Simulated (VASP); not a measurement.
# MgCd3 (Fm-3m) in VASP: further runs

The runs below take MgCd3 through single point, with LDA.

Program: VASP 6.6.1. These are calculated values, not measurements. Logs are shortened: lines on timing, memory, paths and dates and some standing lists are left out, and cuts for length are marked.

## Step 1: The cell of the first run

Symmetry: Fm-3m, No. 225, cubic system. Conventional cell: a = 7.081 Å, b = 7.081 Å, c = 7.081 Å, α = 90.00°, β = 90.00°, γ = 90.00°. Mg (site symmetry m-3m) has 14 Cd at 3.07 to 3.54 Å within 4.0 Å. Cd (site symmetry m-3m) has 8 Cd at 3.07 Å and 6 Mg at 3.54 Å within 4.0 Å. Within 4.0 Å of Cd (site symmetry -43m) lie 4 Mg at 3.07 Å and 10 Cd at 3.07 to 3.54 Å.

## Step 2: Single point, LDA

Contents of INCAR:

```
  PREC = Accurate
  ENCUT = 520
  EDIFF = 1E-6
  ISMEAR = -1
  SIGMA = 0.15
  LREAL = False
  LASPH = True
  NELM = 100
  ALGO = Normal
  ISIF = 2
  LWAVE = False
  LCHARG = True
  LELF = True
  LVHAR = True
  NBANDS = 27
```

Contents of KPOINTS:

```
regular mesh
0
Gamma
  6 6 6
```

Contents of POSCAR:

```
MgCd3
1.0
    0.0000000000      3.5403250000      3.5403250000
    3.5403250000      0.0000000000      3.5403250000
    3.5403250000      3.5403250000      0.0000000000
Mg Cd
1 3
Direct
    0.5000000000      0.5000000000      0.5000000000
    0.0000000000      0.0000000000      0.0000000000
    0.2500000000      0.2500000000      0.2500000000
    0.7500000000      0.7500000000      0.7500000000
```

Potentials or basis: VASP PAW LDA potentials, release 64 (Mg, Cd).

Command:

```
$ cat potpaw_LDA.64/Mg/POTCAR potpaw_LDA.64/Cd/POTCAR > POTCAR
$ mpirun -np 1 vasp_std > vasp.out
```

OUTCAR:

```text
PREC = Accurate
   ENCUT = 520
   EDIFF = 1E-6
   ISMEAR = -1
   LREAL = False
   LASPH = True
   NELM = 100
   ISIF = 2

 ion  position               nearest neighbor table
   1  0.500  0.500  0.500-   3 3.07   3 3.07   3 3.07   3 3.07   4 3.07   4 3.07   4 3.07   4 3.07
                             2 3.54   2 3.54   2 3.54   2 3.54   2 3.54   2 3.54
   2  0.000  0.000  0.000-   4 3.07   4 3.07   4 3.07   3 3.07   4 3.07   3 3.07   3 3.07   3 3.07
                             1 3.54   1 3.54   1 3.54   1 3.54   1 3.54   1 3.54
   3  0.250  0.250  0.250-   2 3.07   2 3.07   2 3.07   1 3.07   2 3.07   1 3.07   1 3.07   1 3.07
                             4 3.54   4 3.54   4 3.54   4 3.54   4 3.54   4 3.54
   4  0.750  0.750  0.750-   1 3.07   1 3.07   1 3.07   1 3.07   2 3.07   2 3.07   2 3.07   2 3.07
                             3 3.54   3 3.54   3 3.54   3 3.54   3 3.54   3 3.54

  LATTYP: Found a face centered cubic cell.
 ALAT       =     7.0806500000

  Lattice vectors:

 A1 = (   0.0000000000,   3.5403250000,   3.5403250000)
 A2 = (   3.5403250000,   0.0000000000,   3.5403250000)
 A3 = (   3.5403250000,   3.5403250000,   0.0000000000)

Analysis of symmetry for initial positions (statically):
=====================================================================
 Subroutine PRICEL returns:
 Original cell was already a primitive cell.

 Routine SETGRP: Setting up the symmetry group for a
 face centered cubic supercell.

 Subroutine GETGRP returns: Found 48 space group operations
 (whereof 48 operations were pure point group operations)
 out of a pool of 48 trial point group operations.

The static configuration has the point symmetry O_h .

Analysis of symmetry for dynamics (positions and initial velocities):
=====================================================================
 Subroutine PRICEL returns:
 Original cell was already a primitive cell.

 Routine SETGRP: Setting up the symmetry group for a
 face centered cubic supercell.

 Subroutine GETGRP returns: Found 48 space group operations
 (whereof 48 operations were pure point group operations)
 out of a pool of 48 trial point group operations.

The dynamic configuration has the point symmetry O_h .

 Subroutine INISYM returns: Found 48 space group operations
 (whereof 48 operations are pure point group operations),
 and found     1 'primitive' translations

----------------------------------------------------------------------------------------

                                     Primitive cell

  volume of cell :      88.7482

  direct lattice vectors                    reciprocal lattice vectors
     0.000000000  3.540325000  3.540325000    -0.141229972  0.141229972  0.141229972
     3.540325000  0.000000000  3.540325000     0.141229972 -0.141229972  0.141229972
     3.540325000  3.540325000  0.000000000     0.141229972  0.141229972 -0.141229972

  length of vectors
     5.006775630  5.006775630  5.006775630     0.244617487  0.244617487  0.244617487

  position of ions in fractional coordinates (direct lattice)
     0.500000000  0.500000000  0.500000000
     0.000000000  0.000000000  0.000000000
     0.250000000  0.250000000  0.250000000
     0.750000000  0.750000000  0.750000000

  ion indices of the primitive-cell ions
   primitive index   ion index
                 1           1
                 2           2
                 3           3
                 4           4

----------------------------------------------------------------------------------------

 KPOINTS: regular mesh

Automatic generation of k-mesh.
 Grid dimensions read from file:
 generate k-points for:    6    6    6

 Generating k-lattice:

  Cartesian coordinates                     Fractional coordinates (reciprocal lattice)
    -0.023538329  0.023538329  0.023538329     0.166666667  0.000000000  0.000000000
     0.023538329 -0.023538329  0.023538329     0.000000000  0.166666667  0.000000000
     0.023538329  0.023538329 -0.023538329     0.000000000  0.000000000  0.166666667

  Length of vectors
     0.040769581  0.040769581  0.040769581

  Shift w.r.t. Gamma in fractional coordinates (k-lattice)
     0.000000000  0.000000000  0.000000000

 Subroutine IBZKPT returns following result:
 ===========================================

 Found     16 irreducible k-points:

 Following reciprocal coordinates:
            Coordinates               Weight
  0.000000  0.000000  0.000000      1.000000
  0.166667  0.000000  0.000000      8.000000
  0.333333  0.000000  0.000000      8.000000
  0.500000  0.000000  0.000000      4.000000
  0.166667  0.166667  0.000000      6.000000
  0.333333  0.166667  0.000000     24.000000
[... 8 lines left out ...]
 -0.333333  0.333333  0.166667     24.000000
 -0.333333  0.500000  0.166667     12.000000
   k-points           NKPTS =     16   k-points in BZ     NKDIM =     16   number of bands    NBANDS=     27
   number of dos      NEDOS =    301   number of ions     NIONS =      4
   total plane-waves  NPLWV =  64000
   dimension x,y,z NGX =    40 NGY =   40 NGZ =   40
   dimension x,y,z NGXF=    80 NGYF=   80 NGZF=   80
   ions per type =               1   3
   NGX,Y,Z   is equivalent  to a cutoff of  13.28, 13.28, 13.28 a.u.
   NGXF,Y,Z  is equivalent  to a cutoff of  26.56, 26.56, 26.56 a.u.
 SYSTEM =  unknown system
   PREC   = accura    normal or accurate (medium, high low for compatibility)
   ISTART =      0    job   : 0-new  1-cont  2-samecut
   ICHARG =      2    charge: 1-file 2-atom 10-const
   ISPIN  =      1    spin polarized calculation?
   LNONCOLLINEAR =      F non collinear calculations
   LSORBIT =      F    spin-orbit coupling
   LASPH  =      T    aspherical Exc in radial PAW
   ENCUT  =  520.0 eV  38.22 Ry    6.18 a.u.   9.31  9.31  9.31*2*pi/ulx,y,z
   NELM   =    100;   NELMIN=  2; NELMDL= -5     # of ELM steps
   EDIFF  = 0.1E-05   stopping-criterion for ELM
   LREAL  =      F    real-space projection
   EDIFFG = 0.1E-04   stopping-criterion for IOM
   NSW    =      0    number of steps for IOM
   IBRION =     -1    ionic relax: 0-MD 1-quasi-New 2-CG
   NFREE  =      0    steps in history (QN), initial steepest desc. (CG)
   ISIF   =      2    stress and relaxation
   ISYM   =      2    0-nonsym 1-usesym 2-fastsym
   POTIM  = 0.5000    time-step for ionic-motion
   TEBEG  =    0.0;   TEEND  =   0.0 temperature during run
   PSTRESS=    0.0 pullay stress
   NELECT =      38.0000    total number of electrons
   NUPDOWN=      -1.0000    fix difference up-down
   EMIN   =  10.00;   EMAX   =-10.00  energy-range for DOS
   EFERMI =   0.00;   METHOD = LEGACY
   ISMEAR =    -1;   SIGMA  =   0.15  broadening in eV -4-tet -1-fermi 0-gaus
   EFERMI_NEDOS =   21; number of points for ismear=-14 and -15
   IALGO  =     38    algorithm
   IMIX   =      4    mixing-type and parameters
     AMIX     =   0.40;   BMIX     =  1.00
     AMIX_MAG =   1.60;   BMIX_MAG =  1.00
  volume/ion in A,a.u.               =      22.19       149.73
  Fermi-wavevector in a.u.,A,eV,Ry     =   1.233908  2.331749 20.715275  1.522530
  Thomas-Fermi vector in A             =   2.368620
   LORBIT       =      0    0 simple, 1 ext, 2 COOP (PROOUT), +10 PAW based schemes
   GGA     = CA    functional components
   LHFCALC =     F    Hartree Fock is set to
   AEXX    =    0.0000 exact exchange contribution
   IVDW    =     0    specifies the selected vdW correction
   LEPSILON=     F    determine dielectric tensor
   LRPA    =     F    only Hartree local field effects (RPA)
 non-spin polarized calculation
  energy-cutoff  :      520.00
  volume of cell :       88.75
 maximum number of plane-waves:      2421
 NGX is ok and might be reduce to    40
   NGX = 19   NGY = 19   NGZ = 19

 number of electron      38.0000002 magnetization

 Free energy of the ion-electron system (eV)
  ---------------------------------------------------
  ext. energy  EPLUGINS =         0.00000000
  ---------------------------------------------------
  free energy    TOTEN  =        -6.55904105 eV

  energy without entropy =       -6.44396174  energy(sigma->0) =       -6.50150140

 E-fermi :   2.5597     XC(G=0): -10.6242

 val. band max:        2.5312824005   @ k =   0.3333   0.1667   0.0000
 cond. band min:       2.5938706907   @ k =   0.3333   0.3333   0.0000
 fundamental gap:      0.0625882902
 Fermi energy:         2.5597456013

 k-point     1 :       0.0000    0.0000    0.0000
  band No.  band energies     occupation
      1      -6.7821      2.00000
      2      -6.7821      2.00000
      3      -6.5349      2.00000
      4      -6.5349      2.00000
      5      -6.5349      2.00000
      6      -6.5068      2.00000
[... 19 lines left out ...]
     26       6.0760      0.00000
     27       6.0760      0.00000

 k-point     2 :       0.1667    0.0000    0.0000
  band No.  band energies     occupation
      1      -6.7372      2.00000
      2      -6.7372      2.00000
      3      -6.6530      2.00000
      4      -6.6037      2.00000
      5      -6.6037      2.00000
      6      -6.4222      2.00000
[... 19 lines left out ...]
     26       6.0115      0.00000
     27       7.8507      0.00000

 k-point     3 :       0.3333    0.0000    0.0000
  band No.  band energies     occupation
      1      -6.6723      2.00000
      2      -6.6715      2.00000
      3      -6.6715      2.00000
      4      -6.6063      2.00000
      5      -6.6063      2.00000
      6      -6.3317      2.00000
[... 19 lines left out ...]
     26       7.7444      0.00000
     27      11.4195      0.00000

 k-point     4 :       0.5000    0.0000    0.0000
  band No.  band energies     occupation
      1      -6.6892      2.00000
      2      -6.6892      2.00000
      3      -6.6246      2.00000
      4      -6.5124      2.00000
      5      -6.5124      2.00000
      6      -6.3309      2.00000
[... 19 lines left out ...]
     26       9.4872      0.00000
     27       9.6497      0.00000

 k-point     5 :       0.1667    0.1667    0.0000
  band No.  band energies     occupation
      1      -6.7390      2.00000
      2      -6.7261      2.00000
      3      -6.6531      2.00000
      4      -6.6531      2.00000
      5      -6.5414      2.00000
      6      -6.5212      2.00000
[... 19 lines left out ...]
     26       7.1544      0.00000
     27       7.1544      0.00000

 k-point     6 :       0.3333    0.1667    0.0000
  band No.  band energies     occupation
      1      -6.7244      2.00000
      2      -6.6857      2.00000
      3      -6.6589      2.00000
      4      -6.6344      2.00000
      5      -6.5976      2.00000
      6      -6.4344      2.00000
[... 204 lines left out ...]
      1      -6.8053      2.00000
      2      -6.7035      2.00000
      3      -6.6993      2.00000
      4      -6.6993      2.00000
      5      -6.4674      2.00000
      6      -6.2688      2.00000
[... 19 lines left out ...]
     26      10.7751      0.00000
     27      11.1999      0.00000

 k-point    14 :       0.5000    0.3333    0.1667
  band No.  band energies     occupation
      1      -6.7455      2.00000
      2      -6.6749      2.00000
      3      -6.6533      2.00000
      4      -6.6407      2.00000
      5      -6.5446      2.00000
      6      -6.3712      2.00000
[... 19 lines left out ...]
     26       9.2744      0.00000
     27      10.4397      0.00000

 k-point    15 :      -0.3333    0.3333    0.1667
  band No.  band energies     occupation
      1      -6.7246      2.00000
      2      -6.7031      2.00000
      3      -6.6553      2.00000
      4      -6.6110      2.00000
      5      -6.5252      2.00000
      6      -6.3770      2.00000
[... 19 lines left out ...]
     26      10.1641      0.00000
     27      10.6806      0.00000

 k-point    16 :      -0.3333    0.5000    0.1667
  band No.  band energies     occupation
      1      -6.7159      2.00000
      2      -6.7109      2.00000
      3      -6.7094      2.00000
      4      -6.6766      2.00000
      5      -6.4582      2.00000
      6      -6.3935      2.00000
[... 19 lines left out ...]
     26      11.2042      0.00000
     27      11.2464      0.00000

------------------------ aborting loop because EDIFF is reached ----------------------------------------

  FORCE on cell =-STRESS in cart. coord.  units (eV):
  Direction    XX          YY          ZZ          XY          YZ          ZX
  --------------------------------------------------------------------------------------
  -------------------------------------------------------------------------------------
  Total       -2.7457001     -2.7457001     -2.7457001     -0.0000000     -0.0000000      0.0000000
  in kB      -49.5683307    -49.5683307    -49.5683307     -0.0000000     -0.0000000      0.0000000
  external PRESSURE =     -49.5683307 kB  Pullay stress =       0.0000000 kB

 VOLUME and BASIS-vectors are now :
 -----------------------------------------------------------------------------
  energy-cutoff  :      520.00
  volume of cell :       88.75
      direct lattice vectors                 reciprocal lattice vectors
     0.000000000  3.540325000  3.540325000    -0.141229972  0.141229972  0.141229972
     3.540325000  0.000000000  3.540325000     0.141229972 -0.141229972  0.141229972
     3.540325000  3.540325000  0.000000000     0.141229972  0.141229972 -0.141229972

 POSITION                                       TOTAL-FORCE (eV/Angst)
 -----------------------------------------------------------------------------------
      3.54033      3.54033      3.54033         0.000000     -0.000000      0.000000
      0.00000      0.00000      0.00000         0.000000     -0.000000      0.000000
      1.77016      1.77016      1.77016        -0.000000     -0.000000     -0.000000
      5.31049      5.31049      5.31049        -0.000000      0.000000      0.000000
 -----------------------------------------------------------------------------------
    total drift:                               -0.000000     -0.000000      0.000000

  FREE ENERGIE OF THE ION-ELECTRON SYSTEM (eV)
  ---------------------------------------------------
  free  energy   TOTEN  =        -6.5590410515 eV

  energy  without entropy=       -6.4439617405  energy(sigma->0) =       -6.50150140
```

Run time: 17 s. Hardware: 1 thread of Intel Xeon 6975P-C (Granite Rapids), shared host; peak memory 0.2 GiB.

What came out:

```
Free energy            : -6.5590 eV
Pressure               : -5.0 GPa
Band gap on the k mesh : zero (band 19 reaches 4.13 eV, above the bottom of band 20 at 1.06 eV)
```

## Step 3: Single point, LDA

Contents of INCAR:

```
SYSTEM = MgCd3
  ALGO = Normal
  EDIFF = 1E-6
  ENCUT = 520
  GGA = CA
  ISIF = 2
  ISMEAR = -1
  LASPH = .TRUE.
  LCHARG = .FALSE.
  LREAL = .FALSE.
  LWAVE = .FALSE.
  NBANDS = 27
  NELM = 80
  PREC = Accurate
  SIGMA = 0.15
```

Contents of KPOINTS:

```
k-points
0
G
  7 7 7
  0 0 0
```

POSCAR is that of step 2.

Potentials or basis: VASP PAW LDA potentials, release 64 (Mg, Cd).

Command:

```
$ cat potpaw_LDA.64/Mg/POTCAR potpaw_LDA.64/Cd/POTCAR > POTCAR
$ mpirun -np 1 vasp_std > vasp.out
```

It took 20 s on 1 thread of Intel Xeon 6975P-C (Granite Rapids), shared host; peak memory 0.21 GiB.

Results (log left out):

| Property | Result |
| --- | --- |
| Free energy | -6.5658 eV |
| Pressure | -5.0 GPa |
| Band gap on the k mesh | zero (band 19 reaches 4.19 eV, above the bottom of band 20 at 1.11 eV) |

Levels at points of the mesh, in eV from the Fermi level:
| k point | band 17 | band 18 | band 19 | band 20 | band 21 | band 22 |
| --- | --- | --- | --- | --- | --- | --- |
| (0.00, 0.00, 0.00) | 0.93 | 1.53 | 1.53 | 1.53 | 1.76 | 2.40 |
